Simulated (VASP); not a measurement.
Co: single point with RPBE

Crystal: Co.

```
Co
1.0
    -1.43859    1.43859    1.43859
     1.43859   -1.43859    1.43859
     1.43859    1.43859   -1.43859
Co
1
Direct
  0.00000 0.00000 0.00000
```

This isn't the form of Co at room conditions, which is hcp.

- Program: VASP 6.6.1
- Task: single point
- Functional: RPBE
- Potentials or basis: VASP PAW PBE potentials, release 64 (Co)
- Cutoff: 520 eV
- k mesh: 17 × 17 × 17
- Occupations: fermi-dirac, width 0.05 eV
- Spin: collinear spin, ferromagnetic start
- Starting moments: [1.88] μB
- Dipole correction: no
- Further INCAR settings: ALGO = Normal; EDIFF = 1e-06; NBANDS = 14

```json
{
 "Pressure": "-7.5 GPa",
 "Net moment": "1.77 μB per cell",
 "Site moments": "Co +1.81 μB",
 "Valence electrons inside the program's atomic spheres": "Co 8.10"
}
```

Levels at points of the mesh, in eV from the Fermi level:
Spin up:
```
           k point  band 2  band 3  band 4  band 5  band 6  band 7  band 8  band 9
(0.00, 0.00, 0.00)   -2.97   -2.97   -2.97   -2.09   -2.09   24.43   24.43   24.43
```
Spin down:
```csv
k point,band 1,band 2,band 3,band 4,band 5,band 6,band 7,band 8
"(0.00, 0.00, 0.00)",-8.75,-1.38,-1.38,-1.38,0.37,0.37,24.06,24.06
```

Run time: 95 s on 1 thread of Intel Xeon 8259CL, on a shared host, peak memory 0.16 GiB.

Caveat: the cell stands under tension; the PAW data sets were made with another functional, which shifts forces and pressure a little.
